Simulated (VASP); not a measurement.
# SiGe2 (Fd-3m) in VASP: a series of runs, part 2 of 2

VASP 6.6.1.

**3. Single point, PBE**

This run uses another cell than the first one, of 19.29 Å³/atom, 1.139 times its volume.

INCAR reads:

```
PREC = Accurate
ENCUT = 520
EDIFF = 1E-6
ISMEAR = 0
SIGMA = 0.1
LREAL = F
LASPH = T
NELM = 60
ALGO = Normal
ISIF = 2
LWAVE = F
LCHARG = F
GGA = PE
NBANDS = 41
```

KPOINTS reads:

```
Automatic mesh
0
Gamma
  4 4 4
```

POSCAR reads:

```
SiGe2
1.0
    0.0000000000      3.8678450469      3.8678450469
    3.8678450469      0.0000000000      3.8678450469
    3.8678450469      3.8678450469      0.0000000000
Si Ge
2 4
Direct
    0.0000000000      0.0000000000      0.0000000000
    0.2500000000      0.2500000000      0.2500000000
    0.6250000000      0.6250000000      0.6250000000
    0.1250000000      0.6250000000      0.6250000000
    0.6250000000      0.6250000000      0.1250000000
    0.6250000000      0.1250000000      0.6250000000
```

Potentials or basis: VASP PAW PBE potentials, release 64 (Si, Ge_d).

The run is started by

```console
> cat potpaw_PBE.64/Si/POTCAR potpaw_PBE.64/Ge_d/POTCAR > POTCAR
> mpirun -np 1 vasp_std > vasp.out
```

OUTCAR:

```text
PREC = Accurate
   ENCUT = 520
   EDIFF = 1E-6
   ISMEAR = 0
   LREAL = F
   LASPH = T
   NELM = 60
   ISIF = 2
   GGA = PE

 ion  position               nearest neighbor table
   1  0.000  0.000  0.000-
   2  0.250  0.250  0.250-
   3  0.625  0.625  0.625-   4 2.73   5 2.73   6 2.73   5 2.73   6 2.73   4 2.73
   4  0.125  0.625  0.625-   3 2.73   5 2.73   6 2.73   3 2.73   5 2.73   6 2.73
   5  0.625  0.625  0.125-   3 2.73   3 2.73   4 2.73   6 2.73   6 2.73   4 2.73
   6  0.625  0.125  0.625-   3 2.73   5 2.73   3 2.73   4 2.73   5 2.73   4 2.73

  LATTYP: Found a face centered cubic cell.
 ALAT       =     7.7356900938

  Lattice vectors:

 A1 = (   0.0000000000,   3.8678450469,   3.8678450469)
 A2 = (   3.8678450469,   0.0000000000,   3.8678450469)
 A3 = (   3.8678450469,   3.8678450469,   0.0000000000)

Analysis of symmetry for initial positions (statically):
=====================================================================
 Subroutine PRICEL returns:
 Original cell was already a primitive cell.

 Routine SETGRP: Setting up the symmetry group for a
 face centered cubic supercell.

 Subroutine GETGRP returns: Found 48 space group operations
 (whereof 24 operations were pure point group operations)
 out of a pool of 48 trial point group operations.

The static configuration has the point symmetry T_d .
 The point group associated with its full space group is O_h .

Analysis of symmetry for dynamics (positions and initial velocities):
=====================================================================
 Subroutine PRICEL returns:
 Original cell was already a primitive cell.

 Routine SETGRP: Setting up the symmetry group for a
 face centered cubic supercell.

 Subroutine GETGRP returns: Found 48 space group operations
 (whereof 24 operations were pure point group operations)
 out of a pool of 48 trial point group operations.

The dynamic configuration has the point symmetry T_d .
 The point group associated with its full space group is O_h .

 Subroutine INISYM returns: Found 48 space group operations
 (whereof 24 operations are pure point group operations),
 and found     1 'primitive' translations

----------------------------------------------------------------------------------------

                                     Primitive cell

  volume of cell :     115.7277

  direct lattice vectors                    reciprocal lattice vectors
     0.000000000  3.867845047  3.867845047    -0.129270949  0.129270949  0.129270949
     3.867845047  0.000000000  3.867845047     0.129270949 -0.129270949  0.129270949
     3.867845047  3.867845047  0.000000000     0.129270949  0.129270949 -0.129270949

  length of vectors
     5.469958922  5.469958922  5.469958922     0.223903852  0.223903852  0.223903852

  position of ions in fractional coordinates (direct lattice)
     0.000000000  0.000000000  0.000000000
     0.250000000  0.250000000  0.250000000
     0.625000000  0.625000000  0.625000000
     0.125000000  0.625000000  0.625000000
     0.625000000  0.625000000  0.125000000
     0.625000000  0.125000000  0.625000000

  ion indices of the primitive-cell ions
   primitive index   ion index
                 1           1
                 2           2
                 3           3
                 4           4
[... 31 lines left out ...]
  0.000000  0.000000  0.000000      1.000000
  0.250000  0.000000  0.000000      8.000000
  0.500000  0.000000  0.000000      4.000000
  0.250000  0.250000  0.000000      6.000000
  0.500000  0.250000  0.000000     24.000000
 -0.250000  0.250000  0.000000     12.000000
  0.500000  0.500000  0.000000      3.000000
 -0.250000  0.500000  0.250000      6.000000
   k-points           NKPTS =      8   k-points in BZ     NKDIM =      8   number of bands    NBANDS=     41
   number of dos      NEDOS =    301   number of ions     NIONS =      6
   total plane-waves  NPLWV =  74088
   dimension x,y,z NGX =    42 NGY =   42 NGZ =   42
   dimension x,y,z NGXF=    84 NGYF=   84 NGZF=   84
   ions per type =               2   4
   NGX,Y,Z   is equivalent  to a cutoff of  12.76, 12.76, 12.76 a.u.
   NGXF,Y,Z  is equivalent  to a cutoff of  25.53, 25.53, 25.53 a.u.
 SYSTEM =  unknown system
   PREC   = accura    normal or accurate (medium, high low for compatibility)
   ISTART =      0    job   : 0-new  1-cont  2-samecut
   ICHARG =      2    charge: 1-file 2-atom 10-const
   ISPIN  =      1    spin polarized calculation?
   LNONCOLLINEAR =      F non collinear calculations
   LSORBIT =      F    spin-orbit coupling
   LASPH  =      T    aspherical Exc in radial PAW
   ENCUT  =  520.0 eV  38.22 Ry    6.18 a.u.  10.17 10.17 10.17*2*pi/ulx,y,z
   NELM   =     60;   NELMIN=  2; NELMDL= -5     # of ELM steps
   EDIFF  = 0.1E-05   stopping-criterion for ELM
   LREAL  =      F    real-space projection
   EDIFFG = 0.1E-04   stopping-criterion for IOM
   NSW    =      0    number of steps for IOM
   IBRION =     -1    ionic relax: 0-MD 1-quasi-New 2-CG
   NFREE  =      0    steps in history (QN), initial steepest desc. (CG)
   ISIF   =      2    stress and relaxation
   ISYM   =      2    0-nonsym 1-usesym 2-fastsym
   POTIM  = 0.5000    time-step for ionic-motion
   TEBEG  =    0.0;   TEEND  =   0.0 temperature during run
   PSTRESS=    0.0 pullay stress
   NELECT =      64.0000    total number of electrons
   NUPDOWN=      -1.0000    fix difference up-down
   EMIN   =  10.00;   EMAX   =-10.00  energy-range for DOS
   EFERMI =   0.00;   METHOD = LEGACY
   ISMEAR =     0;   SIGMA  =   0.10  broadening in eV -4-tet -1-fermi 0-gaus
   EFERMI_NEDOS =   21; number of points for ismear=-14 and -15
   IALGO  =     38    algorithm
   IMIX   =      4    mixing-type and parameters
     AMIX     =   0.40;   BMIX     =  1.00
     AMIX_MAG =   1.60;   BMIX_MAG =  1.00
  volume/ion in A,a.u.               =      19.29       130.16
  Fermi-wavevector in a.u.,A,eV,Ry     =   1.343762  2.539342 24.567997  1.805697
  Thomas-Fermi vector in A             =   2.471810
   LORBIT       =      0    0 simple, 1 ext, 2 COOP (PROOUT), +10 PAW based schemes
   GGA     = PE    functional components
   LHFCALC =     F    Hartree Fock is set to
   AEXX    =    0.0000 exact exchange contribution
   IVDW    =     0    specifies the selected vdW correction
   LEPSILON=     F    determine dielectric tensor
   LRPA    =     F    only Hartree local field effects (RPA)
 non-spin polarized calculation
 Gauss-broadening in eV      SIGMA  =   0.10
  energy-cutoff  :      520.00
  volume of cell :      115.73
 maximum number of plane-waves:      3142
 NGX is ok and might be reduce to    42
   NGX = 21   NGY = 21   NGZ = 21

 number of electron      64.0000047 magnetization

 Free energy of the ion-electron system (eV)
  ---------------------------------------------------
  ext. energy  EPLUGINS =         0.00000000
  ---------------------------------------------------
  free energy    TOTEN  =       -24.62314444 eV

  energy without entropy =      -24.59057033  energy(sigma->0) =      -24.60685739

 E-fermi :   6.6600     XC(G=0): -10.7890

 val. band max:        6.6377335121   @ k =  -0.2500   0.5000   0.2500
 cond. band min:       6.6620861634   @ k =   0.5000   0.2500   0.0000
 fundamental gap:      0.0243526513
 Fermi energy:         6.6600140122

 k-point     1 :       0.0000    0.0000    0.0000
  band No.  band energies     occupation
      1     -18.3045      2.00000
      2     -18.2402      2.00000
      3     -18.2402      2.00000
      4     -18.2402      2.00000
      5     -18.2377      2.00000
      6     -18.2377      2.00000
[... 341 lines left out ...]
     40      10.7154      0.00000
     41      11.1074      0.00000

------------------------ aborting loop because EDIFF is reached ----------------------------------------

  FORCE on cell =-STRESS in cart. coord.  units (eV):
  Direction    XX          YY          ZZ          XY          YZ          ZX
  --------------------------------------------------------------------------------------
  -------------------------------------------------------------------------------------
  Total        0.1023854      0.1023854      0.1023854     -0.0000000     -0.0000000      0.0000000
  in kB        1.4174614      1.4174614      1.4174614     -0.0000000     -0.0000000      0.0000000
  external PRESSURE =       1.4174614 kB  Pullay stress =       0.0000000 kB

 VOLUME and BASIS-vectors are now :
 -----------------------------------------------------------------------------
  energy-cutoff  :      520.00
  volume of cell :      115.73
      direct lattice vectors                 reciprocal lattice vectors
     0.000000000  3.867845047  3.867845047    -0.129270949  0.129270949  0.129270949
     3.867845047  0.000000000  3.867845047     0.129270949 -0.129270949  0.129270949
     3.867845047  3.867845047  0.000000000     0.129270949  0.129270949 -0.129270949

 POSITION                                       TOTAL-FORCE (eV/Angst)
 -----------------------------------------------------------------------------------
      0.00000      0.00000      0.00000         0.000000      0.000000      0.000000
      1.93392      1.93392      1.93392        -0.000000     -0.000000     -0.000000
      4.83481      4.83481      4.83481        -0.000000      0.000000      0.000000
      4.83481      2.90088      2.90088        -0.000000      0.000000      0.000000
      2.90088      2.90088      4.83481        -0.000000      0.000000      0.000000
      2.90088      4.83481      2.90088        -0.000000      0.000000      0.000000
 -----------------------------------------------------------------------------------
    total drift:                                0.000000      0.000000      0.000000

  FREE ENERGIE OF THE ION-ELECTRON SYSTEM (eV)
  ---------------------------------------------------
  free  energy   TOTEN  =       -24.6231444408 eV

  energy  without entropy=      -24.5905703324  energy(sigma->0) =      -24.60685739
```

stdout:

```text
POSCAR found type information on POSCAR SiGe
 POSCAR found :  2 types and       6 ions
 scaLAPACK will be used
 LDA part: xc-table for (Slater+PW92), standard interpolation
 POSCAR, INCAR and KPOINTS ok, starting setup
 FFT: planning ... GRIDC
 FFT: planning ... GRID_SOFT
 FFT: planning ... GRID
 WAVECAR not read
 entering main loop
```

Run time: 31 s. Hardware: 1 thread of Intel Xeon 6975P-C (Granite Rapids), shared host; peak memory 0.25 GiB.

What came out:

- Free energy: -24.6231 eV
- Pressure: 0.1 GPa
- Band gap on the k mesh: zero (band 32 reaches 6.95 eV, above the bottom of band 33 at 5.18 eV)

Levels at points of the mesh, in eV from the Fermi level:
| k point | band 28 | band 29 | band 30 | band 31 | band 32 | band 33 | band 34 | band 35 | band 36 | band 37 |
| --- | --- | --- | --- | --- | --- | --- | --- | --- | --- | --- |
| (0.00, 0.00, 0.00) | -4.37 | -4.37 | -4.37 | -1.84 | -1.84 | -1.48 | -1.48 | -1.48 | 4.16 | 4.16 |
| (0.50, 0.00, 0.00) | -4.34 | -2.83 | -0.66 | -0.58 | -0.58 | -0.14 | -0.14 | 2.41 | 2.53 | 3.11 |
| (0.50, 0.50, 0.00) | -1.54 | -1.11 | -1.11 | 0.29 | 0.29 | 0.70 | 0.70 | 1.37 | 1.37 | 2.15 |
